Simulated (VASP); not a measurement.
# Si3N4 (Fd-3m) in VASP: single point with r2SCAN

Aim: the single point of Si3N4 with r2SCAN.

All numbers are computed with VASP 6.6.1; they aren't measurements. Logs are shortened: lines on timing, memory, paths and dates and some standing lists are left out, and cuts for length are marked.

## 1. The cell of the first run

The structure is cubic, space group Fd-3m (No. 227). The conventional cell has a = 7.730 Å, b = 7.730 Å, c = 7.730 Å, α = 90.00°, β = 90.00°, γ = 90.00°. Si (site symmetry -3m) has 6 N at 1.88 Å within 2.5 Å. Si (site symmetry -43m) has 4 N at 1.77 Å within 2.4 Å. N (site symmetry 3m) has 4 Si at 1.77 to 1.88 Å within 2.4 Å.

## 2. Single point, r2SCAN

The input, POSCAR:

```
Si3N4
1.0
    0.0000000000      3.8651331925      3.8651331925
    3.8651331925      0.0000000000      3.8651331925
    3.8651331925      3.8651331925      0.0000000000
Si N
6 8
Direct
    0.1250000000      0.1250000000      0.6250000000
    0.1250000000      0.6250000000      0.1250000000
    0.6250000000      0.1250000000      0.1250000000
    0.1250000000      0.1250000000      0.1250000000
    0.7500000000      0.7500000000      0.7500000000
    0.5000000000      0.5000000000      0.5000000000
    0.3675711037      0.3675711037      0.3675711037
    0.3527133111      0.8824288963      0.8824288963
    0.8824288963      0.8824288963      0.3527133111
    0.8824288963      0.3527133111      0.8824288963
    0.3675711037      0.3675711037      0.8972866889
    0.3675711037      0.8972866889      0.3675711037
    0.8824288963      0.8824288963      0.8824288963
    0.8972866889      0.3675711037      0.3675711037
```

The input, INCAR.step1:

```
SYSTEM = Si3N4
PREC = Accurate
ENCUT = 520
ISMEAR = 0
SIGMA = 0.02
LREAL = .FALSE.
LASPH = .TRUE.
NELM = 100
NBANDS = 45
GGA = PE
ALGO = Normal
EDIFF = 1E-4
LWAVE = .TRUE.
LCHARG = .FALSE.
```

The input, INCAR.step2:

```
SYSTEM = Si3N4
PREC = Accurate
ENCUT = 520
EDIFF = 1E-6
ISMEAR = 0
SIGMA = 0.02
LREAL = .FALSE.
LASPH = .TRUE.
NELM = 100
ALGO = Normal
ISIF = 2
LWAVE = .FALSE.
LCHARG = .FALSE.
METAGGA = R2SCAN
LMIXTAU = .TRUE.
NBANDS = 45
ISTART = 1
```

The input, KPOINTS:

```
Automatic mesh
0
G
  6 6 6
  0 0 0
```

Potentials or basis: VASP PAW PBE potentials, release 64 (Si, N).

Run with:

```console
> cat potpaw_PBE.64/Si/POTCAR potpaw_PBE.64/N/POTCAR > POTCAR
> cp INCAR.step1 INCAR
> mpirun -np 1 vasp_std > vasp.out
> cp INCAR.step2 INCAR
> mpirun -np 1 vasp_std > vasp.out
```

OUTCAR:

```text
SYSTEM = Si3N4
   PREC = Accurate
   ENCUT = 520
   EDIFF = 1E-6
   ISMEAR = 0
   LREAL = .FALSE.
   LASPH = .TRUE.
   NELM = 100
   ISIF = 2
   METAGGA = R2SCAN
   ISTART = 1

 ion  position               nearest neighbor table
   1  0.125  0.125  0.625-   8 1.88  10 1.88  12 1.88  14 1.88  13 1.88   7 1.88   4 2.73   2 2.73
                             3 2.73   4 2.73   2 2.73   3 2.73
   2  0.125  0.625  0.125-   8 1.88  14 1.88  11 1.88   9 1.88  13 1.88   7 1.88   4 2.73   1 2.73
                             1 2.73   3 2.73   4 2.73   3 2.73
   3  0.625  0.125  0.125-  10 1.88  12 1.88  11 1.88   9 1.88   7 1.88  13 1.88   4 2.73   1 2.73
                             2 2.73   1 2.73   2 2.73   4 2.73
   4  0.125  0.125  0.125-   8 1.88   9 1.88  10 1.88  11 1.88  12 1.88  14 1.88   1 2.73   2 2.73
                             3 2.73   1 2.73   2 2.73   3 2.73
   5  0.750  0.750  0.750-  13 1.77   9 1.77  10 1.77   8 1.77
   6  0.500  0.500  0.500-   7 1.77  11 1.77  12 1.77  14 1.77
   7  0.368  0.368  0.368-   6 1.77   2 1.88   3 1.88   1 1.88
   8  0.353  0.882  0.882-   5 1.77   2 1.88   1 1.88   4 1.88
   9  0.882  0.882  0.353-   5 1.77   3 1.88   2 1.88   4 1.88
  10  0.882  0.353  0.882-   5 1.77   3 1.88   1 1.88   4 1.88
  11  0.368  0.368  0.897-   6 1.77   3 1.88   2 1.88   4 1.88
  12  0.368  0.897  0.368-   6 1.77   3 1.88   1 1.88   4 1.88
  13  0.882  0.882  0.882-   5 1.77   2 1.88   3 1.88   1 1.88
  14  0.897  0.368  0.368-   6 1.77   2 1.88   1 1.88   4 1.88

  LATTYP: Found a face centered cubic cell.
 ALAT       =     7.7302663850

  Lattice vectors:

 A1 = (   0.0000000000,   3.8651331925,   3.8651331925)
 A2 = (   3.8651331925,   0.0000000000,   3.8651331925)
 A3 = (   3.8651331925,   3.8651331925,   0.0000000000)

Analysis of symmetry for initial positions (statically):
=====================================================================
 Subroutine PRICEL returns:
 Original cell was already a primitive cell.

 Routine SETGRP: Setting up the symmetry group for a
 face centered cubic supercell.

 Subroutine GETGRP returns: Found 48 space group operations
 (whereof 24 operations were pure point group operations)
 out of a pool of 48 trial point group operations.

The static configuration has the point symmetry T_d .
 The point group associated with its full space group is O_h .

Analysis of symmetry for dynamics (positions and initial velocities):
=====================================================================
 Subroutine PRICEL returns:
 Original cell was already a primitive cell.

 Routine SETGRP: Setting up the symmetry group for a
 face centered cubic supercell.

 Subroutine GETGRP returns: Found 48 space group operations
 (whereof 24 operations were pure point group operations)
 out of a pool of 48 trial point group operations.

The dynamic configuration has the point symmetry T_d .
 The point group associated with its full space group is O_h .

 Subroutine INISYM returns: Found 48 space group operations
 (whereof 24 operations are pure point group operations),
 and found     1 'primitive' translations

----------------------------------------------------------------------------------------

                                     Primitive cell

  volume of cell :     115.4844

  direct lattice vectors                    reciprocal lattice vectors
     0.000000000  3.865133193  3.865133193    -0.129361648  0.129361648  0.129361648
     3.865133193  0.000000000  3.865133193     0.129361648 -0.129361648  0.129361648
     3.865133193  3.865133193  0.000000000     0.129361648  0.129361648 -0.129361648

  length of vectors
     5.466123781  5.466123781  5.466123781     0.224060947  0.224060947  0.224060947

  position of ions in fractional coordinates (direct lattice)
     0.125000000  0.125000000  0.625000000
     0.125000000  0.625000000  0.125000000
     0.625000000  0.125000000  0.125000000
     0.125000000  0.125000000  0.125000000
     0.750000000  0.750000000  0.750000000
     0.500000000  0.500000000  0.500000000
     0.367571104  0.367571104  0.367571104
     0.352713311  0.882428896  0.882428896
     0.882428896  0.882428896  0.352713311
     0.882428896  0.352713311  0.882428896
     0.367571104  0.367571104  0.897286689
     0.367571104  0.897286689  0.367571104
     0.882428896  0.882428896  0.882428896
[... 32 lines left out ...]
     0.021560275  0.021560275 -0.021560275     0.000000000  0.000000000  0.166666667

  Length of vectors
     0.037343491  0.037343491  0.037343491

  Shift w.r.t. Gamma in fractional coordinates (k-lattice)
     0.000000000  0.000000000  0.000000000

 Subroutine IBZKPT returns following result:
 ===========================================

 Found     16 irreducible k-points:

 Following reciprocal coordinates:
            Coordinates               Weight
  0.000000  0.000000  0.000000      1.000000
  0.166667  0.000000  0.000000      8.000000
  0.333333  0.000000  0.000000      8.000000
  0.500000  0.000000  0.000000      4.000000
  0.166667  0.166667  0.000000      6.000000
  0.333333  0.166667  0.000000     24.000000
[... 8 lines left out ...]
 -0.333333  0.333333  0.166667     24.000000
 -0.333333  0.500000  0.166667     12.000000
   k-points           NKPTS =     16   k-points in BZ     NKDIM =     16   number of bands    NBANDS=     45
   number of dos      NEDOS =    301   number of ions     NIONS =     14
   total plane-waves  NPLWV =  74088
   dimension x,y,z NGX =    42 NGY =   42 NGZ =   42
   dimension x,y,z NGXF=    84 NGYF=   84 NGZF=   84
   ions per type =               6   8
   NGX,Y,Z   is equivalent  to a cutoff of  12.77, 12.77, 12.77 a.u.
   NGXF,Y,Z  is equivalent  to a cutoff of  25.55, 25.55, 25.55 a.u.
 SYSTEM =  Si3N4
   PREC   = accura    normal or accurate (medium, high low for compatibility)
   ISTART =      1    job   : 0-new  1-cont  2-samecut
   ICHARG =      0    charge: 1-file 2-atom 10-const
   ISPIN  =      1    spin polarized calculation?
   LNONCOLLINEAR =      F non collinear calculations
   LSORBIT =      F    spin-orbit coupling
   LASPH  =      T    aspherical Exc in radial PAW
   ENCUT  =  520.0 eV  38.22 Ry    6.18 a.u.  10.16 10.16 10.16*2*pi/ulx,y,z
   NELM   =    100;   NELMIN=  2; NELMDL=  0     # of ELM steps
   EDIFF  = 0.1E-05   stopping-criterion for ELM
   LREAL  =      F    real-space projection
   EDIFFG = 0.1E-04   stopping-criterion for IOM
   NSW    =      0    number of steps for IOM
   IBRION =     -1    ionic relax: 0-MD 1-quasi-New 2-CG
   NFREE  =      0    steps in history (QN), initial steepest desc. (CG)
   ISIF   =      2    stress and relaxation
   ISYM   =      2    0-nonsym 1-usesym 2-fastsym
   POTIM  = 0.5000    time-step for ionic-motion
   TEBEG  =    0.0;   TEEND  =   0.0 temperature during run
   PSTRESS=    0.0 pullay stress
   NELECT =      64.0000    total number of electrons
   NUPDOWN=      -1.0000    fix difference up-down
   EMIN   =  10.00;   EMAX   =-10.00  energy-range for DOS
   EFERMI =   0.00;   METHOD = LEGACY
   ISMEAR =     0;   SIGMA  =   0.02  broadening in eV -4-tet -1-fermi 0-gaus
   EFERMI_NEDOS =   21; number of points for ismear=-14 and -15
   IALGO  =     38    algorithm
   IMIX   =      4    mixing-type and parameters
     AMIX     =   0.40;   BMIX     =  1.00
     AMIX_MAG =   1.60;   BMIX_MAG =  1.00
  volume/ion in A,a.u.               =       8.25        55.67
  Fermi-wavevector in a.u.,A,eV,Ry     =   1.344705  2.541124 24.602484  1.808232
  Thomas-Fermi vector in A             =   2.472677
   LORBIT       =      0    0 simple, 1 ext, 2 COOP (PROOUT), +10 PAW based schemes
   METAGGA = R2SCAN    functional components
   LHFCALC =     F    Hartree Fock is set to
   AEXX    =    0.0000 exact exchange contribution
   IVDW    =     0    specifies the selected vdW correction
   LEPSILON=     F    determine dielectric tensor
   LRPA    =     F    only Hartree local field effects (RPA)
 non-spin polarized calculation
 Gauss-broadening in eV      SIGMA  =   0.02
  energy-cutoff  :      520.00
  volume of cell :      115.48
 maximum number of plane-waves:      3138
 NGX is ok and might be reduce to    42
   NGX = 21   NGY = 21   NGZ = 21

 number of electron      64.0000005 magnetization

 Free energy of the ion-electron system (eV)
  ---------------------------------------------------
  ext. energy  EPLUGINS =         0.00000000
  ---------------------------------------------------
  free energy    TOTEN  =      -141.82796890 eV

  energy without entropy =     -141.82796890  energy(sigma->0) =     -141.82796890

 E-fermi :   9.2919     XC(G=0): -12.9478

 val. band max:        9.1772666147   @ k =  -0.1667   0.1667   0.0000
 cond. band min:      13.2050399513   @ k =   0.0000   0.0000   0.0000
 fundamental gap:      4.0277733366
 Fermi energy:         9.2918501560

 k-point     1 :       0.0000    0.0000    0.0000
  band No.  band energies     occupation
      1     -10.6999      2.00000
      2      -7.3254      2.00000
      3      -6.3964      2.00000
      4      -6.3964      2.00000
      5      -6.3964      2.00000
      6      -5.3803      2.00000
[... 741 lines left out ...]
     43      19.9740      0.00000
     44      19.9740      0.00000
 [bands above 44 left out]

------------------------ aborting loop because EDIFF is reached ----------------------------------------

  FORCE on cell =-STRESS in cart. coord.  units (eV):
  Direction    XX          YY          ZZ          XY          YZ          ZX
  --------------------------------------------------------------------------------------
  -------------------------------------------------------------------------------------
  Total        0.0955031      0.0955031      0.0955031     -0.0000000      0.0000000     -0.0000000
  in kB        1.3249664      1.3249664      1.3249664     -0.0000000      0.0000000     -0.0000000
  external PRESSURE =       1.3249664 kB  Pullay stress =       0.0000000 kB

 VOLUME and BASIS-vectors are now :
 -----------------------------------------------------------------------------
  energy-cutoff  :      520.00
  volume of cell :      115.48
      direct lattice vectors                 reciprocal lattice vectors
     0.000000000  3.865133193  3.865133193    -0.129361648  0.129361648  0.129361648
     3.865133193  0.000000000  3.865133193     0.129361648 -0.129361648  0.129361648
     3.865133193  3.865133193  0.000000000     0.129361648  0.129361648 -0.129361648

 POSITION                                       TOTAL-FORCE (eV/Angst)
 -----------------------------------------------------------------------------------
      2.89885      2.89885      0.96628        -0.000000     -0.000000     -0.000000
      2.89885      0.96628      2.89885        -0.000000     -0.000000     -0.000000
      0.96628      2.89885      2.89885        -0.000000     -0.000000     -0.000000
      0.96628      0.96628      0.96628        -0.000000     -0.000000     -0.000000
      5.79770      5.79770      5.79770        -0.000000     -0.000000     -0.000000
      3.86513      3.86513      3.86513        -0.000000     -0.000000     -0.000000
      2.84142      2.84142      2.84142         0.012536      0.012536      0.012536
      6.82141      4.77399      4.77399        -0.012536      0.012536      0.012536
      4.77399      4.77399      6.82141         0.012536      0.012536     -0.012536
      4.77399      6.82141      4.77399         0.012536     -0.012536      0.012536
      4.88884      4.88884      2.84142        -0.012536     -0.012536      0.012536
      4.88884      2.84142      4.88884        -0.012536      0.012536     -0.012536
      6.82141      6.82141      6.82141        -0.012536     -0.012536     -0.012536
      2.84142      4.88884      4.88884         0.012536     -0.012536     -0.012536
 -----------------------------------------------------------------------------------
    total drift:                               -0.000000     -0.000000     -0.000000

  FREE ENERGIE OF THE ION-ELECTRON SYSTEM (eV)
  ---------------------------------------------------
  free  energy   TOTEN  =      -141.8279689007 eV

  energy  without entropy=     -141.8279689007  energy(sigma->0) =     -141.82796890
```

It took 2.9 min on 1 thread of Intel Xeon 6975P-C (Granite Rapids), shared host; peak memory 0.3 GiB.

Results:

```yaml
Free_energy: -141.8280 eV
Pressure: 0.1 GPa
Largest_force: 0.022 eV/Å
Band_gap_on_the_k_mesh: 4.03 eV, indirect (least direct gap 4.05 eV)
```

Forces in eV/Å, atoms in the order of the input:
```
Si   0.000  0.000  0.000
Si   0.000  0.000  0.000
Si   0.000  0.000  0.000
Si   0.000  0.000  0.000
Si   0.000  0.000  0.000
Si   0.000  0.000  0.000
N    0.013  0.013  0.013
N   -0.013  0.013  0.013
N    0.013  0.013 -0.013
N    0.013 -0.013  0.013
N   -0.013 -0.013  0.013
N   -0.013  0.013 -0.013
N   -0.013 -0.013 -0.013
N    0.013 -0.013 -0.013
```

Levels at points of the mesh, in eV from the valence-band top:
```
           k point  band 30  band 31  band 32  band 33  band 34  band 35
(0.00, 0.00, 0.00)    -0.02    -0.02    -0.02     4.03     4.03     4.03
(0.50, 0.00, 0.00)    -0.49    -0.38    -0.38     5.67     6.48     6.48
(0.50, 0.50, 0.00)    -1.16    -0.49    -0.49     7.43     7.43     7.74
```

Caveat: the PAW data sets were made with another functional, which shifts forces and pressure a little.
